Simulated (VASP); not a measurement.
# BN (rocksalt type) (Fm-3m) in VASP: a series of runs

The runs below take BN (rocksalt type) through single point, with PBEsol.

Everything below comes from runs of VASP 6.6.1. Logs are shortened: lines on timing, memory, paths and dates and some standing lists are left out, and cuts for length are marked.

### 1 The cell of the first run

It takes space group Fm-3m (No. 225, cubic). The conventional cell has a = 3.001 Å, b = 3.001 Å, c = 3.001 Å, α = 90.00°, β = 90.00°, γ = 90.00°. Within 2.0 Å of B (site symmetry m-3m) lie 6 N at 1.50 Å. Within 2.0 Å of N (site symmetry m-3m) lie 6 B at 1.50 Å.

### 2 Single point, PBEsol (3.38 Å³/atom)

Input file POSCAR:

```
BN
1.0
    0.0000000000      1.5006829591      1.5006829591
    1.5006829591      0.0000000000      1.5006829591
    1.5006829591      1.5006829591      0.0000000000
B N
1 1
Direct
    0.0000000000      0.0000000000      0.0000000000
    0.5000000000      0.5000000000      0.5000000000
```

Input file INCAR.step1:

```
SYSTEM = BN
PREC = Accurate
ENCUT = 520
EDIFF = 1E-6
ISMEAR = -1
SIGMA = 0.1
LREAL = .FALSE.
LASPH = .TRUE.
NELM = 120
ALGO = Normal
ISIF = 2
LWAVE = .FALSE.
LCHARG = .TRUE.
GGA = PS
NBANDS = 11
GGA_COMPAT = .FALSE.
NEDOS = 2001
LORBIT = 11
```

Input file KPOINTS.step1:

```
Automatic mesh
0
G
  15 15 15
  0 0 0
```

Input file INCAR.step2:

```
SYSTEM = BN
PREC = Accurate
ENCUT = 520
EDIFF = 1E-6
ISMEAR = -5
SIGMA = 0.1
LREAL = .FALSE.
LASPH = .TRUE.
NELM = 120
ALGO = Normal
ISIF = 2
LWAVE = .FALSE.
LCHARG = .FALSE.
GGA = PS
LORBIT = 11
NBANDS = 11
NEDOS = 2001
ICHARG = 11
GGA_COMPAT = .FALSE.
```

Input file KPOINTS.step2:

```
Automatic mesh
0
G
  23 23 23
  0 0 0
```

Potentials or basis: VASP PAW PBE potentials, release 64 (B, N).

Launch:

```bash
$ cat potpaw_PBE.64/B/POTCAR potpaw_PBE.64/N/POTCAR > POTCAR
$ cp INCAR.step1 INCAR
$ cp KPOINTS.step1 KPOINTS
$ mpirun -np 1 vasp_std > vasp.out
$ cp INCAR.step2 INCAR
$ cp KPOINTS.step2 KPOINTS
$ mpirun -np 1 vasp_std > vasp.out
```

OUTCAR:

```text
SYSTEM = BN
   PREC = Accurate
   ENCUT = 520
   EDIFF = 1E-6
   ISMEAR = -5
   LREAL = .FALSE.
   LASPH = .TRUE.
   NELM = 120
   ISIF = 2
   GGA = PS
   LORBIT = 11
   ICHARG = 11

 ion  position               nearest neighbor table
   1  0.000  0.000  0.000-   2 1.50   2 1.50   2 1.50   2 1.50   2 1.50   2 1.50
   2  0.500  0.500  0.500-   1 1.50   1 1.50   1 1.50   1 1.50   1 1.50   1 1.50

  LATTYP: Found a face centered cubic cell.
 ALAT       =     3.0013659182

  Lattice vectors:

 A1 = (   0.0000000000,   1.5006829591,   1.5006829591)
 A2 = (   1.5006829591,   0.0000000000,   1.5006829591)
 A3 = (   1.5006829591,   1.5006829591,   0.0000000000)

Analysis of symmetry for initial positions (statically):
=====================================================================
 Subroutine PRICEL returns:
 Original cell was already a primitive cell.

 Routine SETGRP: Setting up the symmetry group for a
 face centered cubic supercell.

 Subroutine GETGRP returns: Found 48 space group operations
 (whereof 48 operations were pure point group operations)
 out of a pool of 48 trial point group operations.

The static configuration has the point symmetry O_h .

Analysis of symmetry for dynamics (positions and initial velocities):
=====================================================================
 Subroutine PRICEL returns:
 Original cell was already a primitive cell.

 Routine SETGRP: Setting up the symmetry group for a
 face centered cubic supercell.

 Subroutine GETGRP returns: Found 48 space group operations
 (whereof 48 operations were pure point group operations)
 out of a pool of 48 trial point group operations.

The dynamic configuration has the point symmetry O_h .

 Subroutine INISYM returns: Found 48 space group operations
 (whereof 48 operations are pure point group operations),
 and found     1 'primitive' translations

----------------------------------------------------------------------------------------

                                     Primitive cell

  volume of cell :       6.7592

  direct lattice vectors                    reciprocal lattice vectors
     0.000000000  1.500682959  1.500682959    -0.333181634  0.333181634  0.333181634
     1.500682959  0.000000000  1.500682959     0.333181634 -0.333181634  0.333181634
     1.500682959  1.500682959  0.000000000     0.333181634  0.333181634 -0.333181634

  length of vectors
     2.122286194  2.122286194  2.122286194     0.577087518  0.577087518  0.577087518

  position of ions in fractional coordinates (direct lattice)
     0.000000000  0.000000000  0.000000000
     0.500000000  0.500000000  0.500000000

  ion indices of the primitive-cell ions
   primitive index   ion index
                 1           1
                 2           2

----------------------------------------------------------------------------------------

 KPOINTS: Automatic mesh

Automatic generation of k-mesh.
 Grid dimensions read from file:
 generate k-points for:   23   23   23

 Generating k-lattice:

  Cartesian coordinates                     Fractional coordinates (reciprocal lattice)
    -0.014486158  0.014486158  0.014486158     0.043478261  0.000000000  0.000000000
     0.014486158 -0.014486158  0.014486158     0.000000000  0.043478261  0.000000000
     0.014486158  0.014486158 -0.014486158     0.000000000  0.000000000  0.043478261

  Length of vectors
     0.025090762  0.025090762  0.025090762

  Shift w.r.t. Gamma in fractional coordinates (k-lattice)
     0.000000000  0.000000000  0.000000000

 TETIRR: Found   1662 inequivalent tetrahedra from    73002

 Subroutine IBZKPT returns following result:
 ===========================================

 Found    364 irreducible k-points:

 Following reciprocal coordinates:
            Coordinates               Weight
  0.000000  0.000000  0.000000      1.000000
  0.043478  0.000000  0.000000      8.000000
  0.086957  0.000000  0.000000      8.000000
  0.130435  0.000000  0.000000      8.000000
  0.173913  0.000000  0.000000      8.000000
  0.217391  0.000000  0.000000      8.000000
[... 16 lines left out ...]
  0.478261  0.043478  0.000000     24.000000
 -0.478261  0.043478  0.000000     24.000000
 [... further k-points ...]
   k-points           NKPTS =    364   k-points in BZ     NKDIM =    364   number of bands    NBANDS=     11
   number of dos      NEDOS =   2001   number of ions     NIONS =      2
   total plane-waves  NPLWV =   4096
   dimension x,y,z NGX =    16 NGY =   16 NGZ =   16
   dimension x,y,z NGXF=    32 NGYF=   32 NGZF=   32
   ions per type =               1   1
   NGX,Y,Z   is equivalent  to a cutoff of  12.53, 12.53, 12.53 a.u.
   NGXF,Y,Z  is equivalent  to a cutoff of  25.07, 25.07, 25.07 a.u.
 SYSTEM =  BN
   PREC   = accura    normal or accurate (medium, high low for compatibility)
   ISTART =      0    job   : 0-new  1-cont  2-samecut
   ICHARG =     11    charge: 1-file 2-atom 10-const
   ISPIN  =      1    spin polarized calculation?
   LNONCOLLINEAR =      F non collinear calculations
   LSORBIT =      F    spin-orbit coupling
   LASPH  =      T    aspherical Exc in radial PAW
   ENCUT  =  520.0 eV  38.22 Ry    6.18 a.u.   3.95  3.95  3.95*2*pi/ulx,y,z
   NELM   =    120;   NELMIN=  2; NELMDL=  0     # of ELM steps
   EDIFF  = 0.1E-05   stopping-criterion for ELM
   LREAL  =      F    real-space projection
   EDIFFG = 0.1E-04   stopping-criterion for IOM
   NSW    =      0    number of steps for IOM
   IBRION =     -1    ionic relax: 0-MD 1-quasi-New 2-CG
   NFREE  =      0    steps in history (QN), initial steepest desc. (CG)
   ISIF   =      2    stress and relaxation
   ISYM   =      2    0-nonsym 1-usesym 2-fastsym
   POTIM  = 0.5000    time-step for ionic-motion
   TEBEG  =    0.0;   TEEND  =   0.0 temperature during run
   PSTRESS=    0.0 pullay stress
   NELECT =       8.0000    total number of electrons
   NUPDOWN=      -1.0000    fix difference up-down
   EMIN   =  10.00;   EMAX   =-10.00  energy-range for DOS
   EFERMI =   0.00;   METHOD = LEGACY
   ISMEAR =    -5;   SIGMA  =   0.10  broadening in eV -4-tet -1-fermi 0-gaus
   EFERMI_NEDOS =   21; number of points for ismear=-14 and -15
   IALGO  =     38    algorithm
   IMIX   =      4    mixing-type and parameters
     AMIX     =   0.40;   BMIX     =  1.00
     AMIX_MAG =   1.60;   BMIX_MAG =  1.00
  volume/ion in A,a.u.               =       3.38        22.81
  Fermi-wavevector in a.u.,A,eV,Ry     =   1.731700  3.272438 40.800924  2.998783
  Thomas-Fermi vector in A             =   2.806016
   LORBIT       =     11    0 simple, 1 ext, 2 COOP (PROOUT), +10 PAW based schemes
   GGA     = PS    functional components
   LHFCALC =     F    Hartree Fock is set to
   AEXX    =    0.0000 exact exchange contribution
   IVDW    =     0    specifies the selected vdW correction
   LEPSILON=     F    determine dielectric tensor
   LRPA    =     F    only Hartree local field effects (RPA)
 non-spin polarized calculation
 Fermi weights with tetrahedron method with Bloechl corrections
  energy-cutoff  :      520.00
  volume of cell :        6.76
 maximum number of plane-waves:       190

 number of electron       8.0000002 magnetization

 Free energy of the ion-electron system (eV)
  ---------------------------------------------------
  ext. energy  EPLUGINS =         0.00000000
  ---------------------------------------------------
  free energy    TOTEN  =       -11.52508372 eV

  energy without entropy =      -11.52508372  energy(sigma->0) =      -11.52508372

 E-fermi :  18.1739     XC(G=0): -16.2734

 val. band max:       18.1324837050   @ k =  -0.1739   0.1304   0.0000
 cond. band min:      23.4036392381   @ k =   0.3478   0.3478   0.0000
 fundamental gap:      5.2711555331
 Fermi energy:        18.1739194670

 k-point     1 :       0.0000    0.0000    0.0000
  band No.  band energies     occupation
      1     -11.8094      2.00000
      2      16.9015      2.00000
      3      16.9015      2.00000
      4      16.9015      2.00000
      5      35.4341      0.00000
      6      35.4341      0.00000
      7      35.4341      0.00000
      8      39.2914      0.00000
      9      39.2914      0.00000
     10      39.2914      0.00000
     11      39.6580      0.00000

 k-point     2 :       0.0435    0.0000    0.0000
  band No.  band energies     occupation
      1     -11.7390      2.00000
      2      16.5901      2.00000
      3      16.8845      2.00000
      4      16.8845      2.00000
      5      35.0542      0.00000
      6      35.0542      0.00000
      7      35.2515      0.00000
      8      39.0252      0.00000
      9      39.5092      0.00000
     10      39.5092      0.00000
     11      39.7459      0.00000

 k-point     3 :       0.0870    0.0000    0.0000
  band No.  band energies     occupation
      1     -11.5281      2.00000
      2      15.6961      2.00000
      3      16.8379      2.00000
      4      16.8379      2.00000
      5      34.0683      0.00000
      6      34.0683      0.00000
      7      34.7237      0.00000
      8      38.6828      0.00000
      9      40.0057      0.00000
     10      40.1201      0.00000
     11      40.1201      0.00000
[... 267 lines left out ...]
 k-point    23 :       0.4783    0.0435    0.0000
  band No.  band energies     occupation
      1      -4.5805      2.00000
      2       0.6133      2.00000
      3      16.4099      2.00000
      4      16.6037      2.00000
      5      24.3693      0.00000
      6      25.0430      0.00000
      7      30.8781      0.00000
      8      41.4600      0.00000
      9      46.8984      0.00000
     10      54.8739      0.00000
     11      57.5142      0.00000

 k-point    24 :      -0.4783    0.0435    0.0000
  band No.  band energies     occupation
      1      -4.2536      2.00000
      2       0.2017      2.00000
      3      16.3489      2.00000
      4      16.6791      2.00000
      5      24.5793      0.00000
      6      24.6341      0.00000
      7      30.8554      0.00000
      8      41.4972      0.00000
      9      47.2455      0.00000
     10      54.9781      0.00000
     11      57.9263      0.00000

 [... further k-points ...]
[... 5 lines left out ...]
  --------------------------------------------------------------------------------------
  -------------------------------------------------------------------------------------
  Total       17.3684761     17.3684761     17.3684761      0.0000000     -0.0000000      0.0000000
  in kB     4116.9486401   4116.9486401   4116.9486401      0.0000000     -0.0000000      0.0000000
  external PRESSURE =    4116.9486401 kB  Pullay stress =       0.0000000 kB

 VOLUME and BASIS-vectors are now :
 -----------------------------------------------------------------------------
  energy-cutoff  :      520.00
  volume of cell :        6.76
      direct lattice vectors                 reciprocal lattice vectors
     0.000000000  1.500682959  1.500682959    -0.333181634  0.333181634  0.333181634
     1.500682959  0.000000000  1.500682959     0.333181634 -0.333181634  0.333181634
     1.500682959  1.500682959  0.000000000     0.333181634  0.333181634 -0.333181634

 POSITION                                       TOTAL-FORCE (eV/Angst)
 -----------------------------------------------------------------------------------
      0.00000      0.00000      0.00000        -0.000000     -0.000000      0.000000
      1.50068      1.50068      1.50068         0.000000      0.000000      0.000000
 -----------------------------------------------------------------------------------
    total drift:                                0.000000      0.000000      0.000000

  FREE ENERGIE OF THE ION-ELECTRON SYSTEM (eV)
  ---------------------------------------------------
  free  energy   TOTEN  =       -11.5250837184 eV

  energy  without entropy=      -11.5250837184  energy(sigma->0) =      -11.52508372

 total charge

# of ion       s       p       d       tot
------------------------------------------
    1        0.733   1.721   0.000   2.455
    2        1.289   3.158   0.000   4.448
--------------------------------------------------
tot          2.023   4.880   0.000   6.902
```

It took 17 s on 1 thread of AMD EPYC 9R45 (Zen 5), shared host; peak memory 0.1 GiB.

Results:

```
Valence electrons inside the program's atomic spheres : B 2.46; N 4.45
```

Levels at points of the mesh, in eV from the valence-band top:
```csv
k point,band 1,band 2,band 3,band 4,band 5,band 6,band 7,band 8,band 9
"(0.00, 0.00, 0.00)",-29.94,-1.23,-1.23,-1.23,17.30,17.30,17.30,21.16,21.16
```

Caveat: the PAW data sets were made with another functional, which shifts forces and pressure a little.

(Continued in part 2 of 2.)
